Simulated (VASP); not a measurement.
# Sr2B3 (P-6m2) in VASP: single point with PBE

Aim: the single point of Sr2B3 with PBE.

All numbers are computed with VASP 6.6.1; they aren't measurements. Logs are shortened: lines on timing, memory, paths and dates and some standing lists are left out, and cuts for length are marked.

### 1 The cell of the first run

It takes space group P-6m2 (No. 187, hexagonal). Conventional cell: a = 4.204 Å, b = 4.204 Å, c = 5.162 Å, α = 90.00°, β = 90.00°, γ = 120.00°. Within 3.4 Å of Sr (site symmetry -6m2) lie 8 B at 2.58 to 2.74 Å. Within 3.2 Å of Sr (site symmetry -6m2) lie 9 B at 2.43 to 2.76 Å. B (site symmetry 3m) has 5 B at 2.53 to 2.76 Å and 6 Sr at 2.74 to 2.76 Å within 3.3 Å. B (site symmetry -6m2) has 5 Sr at 2.43 to 2.58 Å and 6 B at 2.76 Å within 3.2 Å.

### 2 Single point, PBE

File INCAR:

```
SYSTEM = Sr2B3
PREC = Accurate
ENCUT = 520
EDIFF = 1E-6
ISMEAR = 0
SIGMA = 0.1
LREAL = .False.
LASPH = .True.
NELM = 60
ALGO = Normal
ISIF = 2
LWAVE = .False.
LCHARG = .False.
GGA = PE
NBANDS = 22
```

File KPOINTS:

```
regular mesh
0
Gamma
  6 6 4
  0 0 0
```

File POSCAR:

```
Sr2B3
1.0
    4.2039207500      0.0000000000      0.0000000000
   -2.1019603800      3.6407021700      0.0000000000
    0.0000000000      0.0000000000      5.1622623500
Sr B
2 3
Direct
    0.6666666700      0.3333333300      0.5000000000
    0.3333333300      0.6666666700      0.0000000000
    0.0000000000      0.0000000000      0.7454000100
    0.0000000000      0.0000000000      0.2545999900
    0.6666666700      0.3333333300      0.0000000000
```

Potentials or basis: VASP PAW PBE potentials, release 64 (Sr_sv, B).

Started as:

```bash
cat potpaw_PBE.64/Sr_sv/POTCAR potpaw_PBE.64/B/POTCAR > POTCAR
mpirun -np 1 vasp_std > vasp.out
```

OUTCAR:

```text
SYSTEM = Sr2B3
   PREC = Accurate
   ENCUT = 520
   EDIFF = 1E-6
   ISMEAR = 0
   LREAL = .False.
   LASPH = .True.
   NELM = 60
   ISIF = 2
   GGA = PE

 ion  position               nearest neighbor table
   1  0.667  0.333  0.500-   5 2.58   5 2.58   3 2.74   4 2.74   3 2.74   4 2.74   3 2.74   4 2.74
                             2 3.54   2 3.54   2 3.54   2 3.54   2 3.54   2 3.54
   2  0.333  0.667  0.000-   5 2.43   5 2.43   5 2.43   3 2.76   4 2.76   4 2.76   3 2.76   4 2.76
                             3 2.76   1 3.54   1 3.54   1 3.54   1 3.54   1 3.54   1 3.54
   3  0.000  0.000  0.745-   1 2.74   1 2.74   1 2.74   2 2.76   2 2.76   2 2.76
   4  0.000  0.000  0.255-   1 2.74   1 2.74   1 2.74   2 2.76   2 2.76   2 2.76
   5  0.667  0.333  0.000-   2 2.43   2 2.43   2 2.43   1 2.58   1 2.58

  LATTYP: Found a hexagonal cell.
 ALAT       =     4.2039207500
 C/A-ratio  =     1.2279637645

  Lattice vectors:

 A1 = (   4.2039207500,   0.0000000000,   0.0000000000)
 A2 = (  -2.1019603800,   3.6407021700,   0.0000000000)
 A3 = (   0.0000000000,   0.0000000000,   5.1622623500)

Analysis of symmetry for initial positions (statically):
=====================================================================
 Subroutine PRICEL returns:
 Original cell was already a primitive cell.

 Routine SETGRP: Setting up the symmetry group for a
 hexagonal supercell.

 Subroutine GETGRP returns: Found 12 space group operations
 (whereof 12 operations were pure point group operations)
 out of a pool of 24 trial point group operations.

The static configuration has the point symmetry D_3h.

Analysis of symmetry for dynamics (positions and initial velocities):
=====================================================================
 Subroutine PRICEL returns:
 Original cell was already a primitive cell.

 Routine SETGRP: Setting up the symmetry group for a
 hexagonal supercell.

 Subroutine GETGRP returns: Found 12 space group operations
 (whereof 12 operations were pure point group operations)
 out of a pool of 24 trial point group operations.

The dynamic configuration has the point symmetry D_3h.

 Subroutine INISYM returns: Found 12 space group operations
 (whereof 12 operations are pure point group operations),
 and found     1 'primitive' translations

----------------------------------------------------------------------------------------

                                     Primitive cell

  volume of cell :      79.0096

  direct lattice vectors                    reciprocal lattice vectors
     4.203920750  0.000000000  0.000000000     0.237873181  0.137336145  0.000000000
    -2.101960380  3.640702170  0.000000000     0.000000000  0.274672289  0.000000000
     0.000000000  0.000000000  5.162262350     0.000000000  0.000000000  0.193713518

  length of vectors
     4.203920750  4.203920757  5.162262350     0.274672290  0.274672289  0.193713518

  position of ions in fractional coordinates (direct lattice)
     0.666666670  0.333333330  0.500000000
     0.333333330  0.666666670  0.000000000
     0.000000000  0.000000000  0.745400010
     0.000000000  0.000000000  0.254599990
     0.666666670  0.333333330  0.000000000

  ion indices of the primitive-cell ions
   primitive index   ion index
                 1           1
                 2           2
                 3           3
                 4           4
                 5           5

----------------------------------------------------------------------------------------

 KPOINTS: regular mesh

Automatic generation of k-mesh.
 Grid dimensions read from file:
 generate k-points for:    6    6    4

 Generating k-lattice:

  Cartesian coordinates                     Fractional coordinates (reciprocal lattice)
     0.039645530  0.022889358  0.000000000     0.166666667  0.000000000  0.000000000
     0.000000000  0.045778715  0.000000000     0.000000000  0.166666667  0.000000000
     0.000000000  0.000000000  0.048428379     0.000000000  0.000000000  0.250000000

  Length of vectors
     0.045778715  0.045778715  0.048428379

  Shift w.r.t. Gamma in fractional coordinates (k-lattice)
     0.000000000  0.000000000  0.000000000

 Subroutine IBZKPT returns following result:
 ===========================================

 Found     21 irreducible k-points:

 Following reciprocal coordinates:
            Coordinates               Weight
  0.000000  0.000000  0.000000      1.000000
  0.166667 -0.000000  0.000000      6.000000
  0.333333  0.000000  0.000000      6.000000
  0.500000  0.000000  0.000000      3.000000
  0.166667  0.166667  0.000000      6.000000
  0.333333  0.166667  0.000000     12.000000
[... 13 lines left out ...]
  0.333333  0.166667  0.500000     12.000000
  0.333333  0.333333  0.500000      2.000000
   k-points           NKPTS =     21   k-points in BZ     NKDIM =     21   number of bands    NBANDS=     22
   number of dos      NEDOS =    301   number of ions     NIONS =      5
   total plane-waves  NPLWV =  40960
   dimension x,y,z NGX =    32 NGY =   32 NGZ =   40
   dimension x,y,z NGXF=    64 NGYF=   64 NGZF=   80
   ions per type =               2   3
   NGX,Y,Z   is equivalent  to a cutoff of  12.65, 12.65, 12.88 a.u.
   NGXF,Y,Z  is equivalent  to a cutoff of  25.31, 25.31, 25.76 a.u.
 SYSTEM =  Sr2B3
   PREC   = accura    normal or accurate (medium, high low for compatibility)
   ISTART =      0    job   : 0-new  1-cont  2-samecut
   ICHARG =      2    charge: 1-file 2-atom 10-const
   ISPIN  =      1    spin polarized calculation?
   LNONCOLLINEAR =      F non collinear calculations
   LSORBIT =      F    spin-orbit coupling
   LASPH  =      T    aspherical Exc in radial PAW
   ENCUT  =  520.0 eV  38.22 Ry    6.18 a.u.   7.82  7.82  9.60*2*pi/ulx,y,z
   NELM   =     60;   NELMIN=  2; NELMDL= -5     # of ELM steps
   EDIFF  = 0.1E-05   stopping-criterion for ELM
   LREAL  =      F    real-space projection
   EDIFFG = 0.1E-04   stopping-criterion for IOM
   NSW    =      0    number of steps for IOM
   IBRION =     -1    ionic relax: 0-MD 1-quasi-New 2-CG
   NFREE  =      0    steps in history (QN), initial steepest desc. (CG)
   ISIF   =      2    stress and relaxation
   ISYM   =      2    0-nonsym 1-usesym 2-fastsym
   POTIM  = 0.5000    time-step for ionic-motion
   TEBEG  =    0.0;   TEEND  =   0.0 temperature during run
   PSTRESS=    0.0 pullay stress
   NELECT =      29.0000    total number of electrons
   NUPDOWN=      -1.0000    fix difference up-down
   EMIN   =  10.00;   EMAX   =-10.00  energy-range for DOS
   EFERMI =   0.00;   METHOD = LEGACY
   ISMEAR =     0;   SIGMA  =   0.10  broadening in eV -4-tet -1-fermi 0-gaus
   EFERMI_NEDOS =   21; number of points for ismear=-14 and -15
   IALGO  =     38    algorithm
   IMIX   =      4    mixing-type and parameters
     AMIX     =   0.40;   BMIX     =  1.00
     AMIX_MAG =   1.60;   BMIX_MAG =  1.00
  volume/ion in A,a.u.               =      15.80       106.64
  Fermi-wavevector in a.u.,A,eV,Ry     =   1.172144  2.215031 18.693333  1.373921
  Thomas-Fermi vector in A             =   2.308577
   LORBIT       =      0    0 simple, 1 ext, 2 COOP (PROOUT), +10 PAW based schemes
   GGA     = PE    functional components
   LHFCALC =     F    Hartree Fock is set to
   AEXX    =    0.0000 exact exchange contribution
   IVDW    =     0    specifies the selected vdW correction
   LEPSILON=     F    determine dielectric tensor
   LRPA    =     F    only Hartree local field effects (RPA)
 non-spin polarized calculation
 Gauss-broadening in eV      SIGMA  =   0.10
  energy-cutoff  :      520.00
  volume of cell :       79.01
 maximum number of plane-waves:      2154
 NGX is ok and might be reduce to    32
   NGX = 15   NGY = 15   NGZ = 19

 number of electron      29.0000000 magnetization

 Free energy of the ion-electron system (eV)
  ---------------------------------------------------
  ext. energy  EPLUGINS =         0.00000000
  ---------------------------------------------------
  free energy    TOTEN  =       -15.47156501 eV

  energy without entropy =      -15.43773252  energy(sigma->0) =      -15.45464876

 E-fermi :   3.8141     XC(G=0): -10.3983

 val. band max:        3.7801923077   @ k =   0.3333   0.0000   0.5000
 cond. band min:       3.8364430154   @ k =   0.3333   0.1667   0.2500
 fundamental gap:      0.0562507077
 Fermi energy:         3.8140673050

 k-point     1 :       0.0000    0.0000    0.0000
  band No.  band energies     occupation
      1     -29.8677      2.00000
      2     -29.6681      2.00000
      3     -12.7232      2.00000
      4     -12.1632      2.00000
      5     -12.1632      2.00000
      6     -11.8250      2.00000
[... 14 lines left out ...]
     21       7.4079      0.00000
     22       7.4079      0.00000

 k-point     2 :       0.1667   -0.0000    0.0000
  band No.  band energies     occupation
      1     -29.8520      2.00000
      2     -29.6740      2.00000
      3     -12.6480      2.00000
      4     -12.2948      2.00000
      5     -12.2266      2.00000
      6     -11.9298      2.00000
[... 14 lines left out ...]
     21       8.4222      0.00000
     22       8.8486      0.00000

 k-point     3 :       0.3333    0.0000    0.0000
  band No.  band energies     occupation
      1     -29.8150      2.00000
      2     -29.6914      2.00000
      3     -12.5643      2.00000
      4     -12.4566      2.00000
      5     -12.3340      2.00000
      6     -12.0938      2.00000
[... 14 lines left out ...]
     21      10.0120      0.00000
     22      10.3462      0.00000
[... 401 lines left out ...]
 k-point    20 :       0.3333    0.1667    0.5000
  band No.  band energies     occupation
      1     -29.7754      2.00000
      2     -29.7202      2.00000
      3     -12.8974      2.00000
      4     -12.5410      2.00000
      5     -12.3123      2.00000
      6     -12.0862      2.00000
[... 14 lines left out ...]
     21       8.2768      0.00000
     22       9.9955      0.00000

 k-point    21 :       0.3333    0.3333    0.5000
  band No.  band energies     occupation
      1     -29.7724      2.00000
      2     -29.7179      2.00000
      3     -12.8840      2.00000
      4     -12.5176      2.00000
      5     -12.4424      2.00000
      6     -12.1979      2.00000
[... 14 lines left out ...]
     21       7.5699      0.00000
     22      10.8897      0.00000

------------------------ aborting loop because EDIFF is reached ----------------------------------------

  FORCE on cell =-STRESS in cart. coord.  units (eV):
  Direction    XX          YY          ZZ          XY          YZ          ZX
  --------------------------------------------------------------------------------------
  -------------------------------------------------------------------------------------
  Total        9.2516465      9.2516465      7.4481820     -0.0000000      0.0000000      0.0000000
  in kB      187.6073575    187.6073580    151.0362227     -0.0000003      0.0000000      0.0000000
  external PRESSURE =     175.4169794 kB  Pullay stress =       0.0000000 kB

 VOLUME and BASIS-vectors are now :
 -----------------------------------------------------------------------------
  energy-cutoff  :      520.00
  volume of cell :       79.01
      direct lattice vectors                 reciprocal lattice vectors
     4.203920750  0.000000000  0.000000000     0.237873181  0.137336145  0.000000000
    -2.101960380  3.640702170  0.000000000     0.000000000  0.274672289  0.000000000
     0.000000000  0.000000000  5.162262350     0.000000000  0.000000000  0.193713518

 POSITION                                       TOTAL-FORCE (eV/Angst)
 -----------------------------------------------------------------------------------
      2.10196      1.21357      2.58113        -0.000000      0.000000      0.000000
     -0.00000      2.42713      0.00000         0.000000      0.000000      0.000000
      0.00000      0.00000      3.84795        -0.000000      0.000000      0.163243
      0.00000      0.00000      1.31431        -0.000000      0.000000     -0.163243
      2.10196      1.21357      0.00000        -0.000000      0.000000      0.000000
 -----------------------------------------------------------------------------------
    total drift:                               -0.000003      0.000002     -0.000000

  FREE ENERGIE OF THE ION-ELECTRON SYSTEM (eV)
  ---------------------------------------------------
  free  energy   TOTEN  =       -15.4715650108 eV

  energy  without entropy=      -15.4377325180  energy(sigma->0) =      -15.45464876
```

It took 32 s on 1 thread of AMD EPYC 7R43 (Zen 3), shared host; peak memory 0.17 GiB.

What came out:

- Free energy: -15.4716 eV
- Pressure: 17.5 GPa
- Largest force: 0.163 eV/Å

Forces on the atoms (eV/Å):
```
Sr   0.000  0.000  0.000
Sr   0.000  0.000  0.000
B    0.000  0.000  0.163
B    0.000  0.000 -0.163
B    0.000  0.000  0.000
```

Stress tensor (GPa, compression positive):
```
18.76  0.00  0.00
 0.00 18.76  0.00
 0.00  0.00 15.10
```

Levels at points of the mesh, in eV from the Fermi level:
| k point | band 12 | band 13 | band 14 | band 15 | band 16 | band 17 |
| --- | --- | --- | --- | --- | --- | --- |
| (0.00, 0.00, 0.00) | -2.28 | -2.28 | -0.74 | 1.18 | 1.18 | 1.45 |
| (0.50, 0.00, 0.00) | -2.45 | -0.81 | -0.47 | -0.31 | -0.29 | 2.03 |
| (0.00, 0.00, 0.50) | -2.35 | -2.12 | -1.03 | -0.47 | -0.47 | 2.14 |
| (0.50, 0.00, 0.50) | -2.17 | -0.89 | 0.07 | 0.23 | 0.35 | 1.47 |
